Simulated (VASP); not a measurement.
# CdTe: vibrations by perturbation theory with LDA

The system is CdTe.

```
Cd Te
1.0
     0.00000    3.20500    3.20500
     3.20500    0.00000    3.20500
     3.20500    3.20500    0.00000
Cd Te
1 1
Direct
  0.00000 0.00000 0.00000
  0.25000 0.25000 0.25000
```

```json
{"Program": "VASP 6.6.1", "Task": "vibrations by perturbation theory", "Functional": "LDA", "Potentials or basis": "VASP PAW LDA potentials, release 64 (Cd, Te)", "Cutoff": "520 eV", "k mesh": "6 × 6 × 6", "Occupations": "gaussian, width 0.01 eV", "Spin": "no spin polarisation", "Dipole correction": "no", "Further INCAR settings": "ALGO = Normal; EDIFF = 1e-08; IBRION = 8; NSW = 1"}
```

```json
{
 "Highest phonon frequency at Γ, LO-TO splitting left out": "150 cm⁻¹"
}
```

Phonon frequencies in cm⁻¹ (negative: imaginary):
| q point | frequencies |
| --- | --- |
| (0.000, 0.000, 0.000) | 0 0 0 150 150 150 |

Run time: 3.8 min on 1 thread of Intel Xeon 8259CL, on a shared host, peak memory 0.29 GiB.
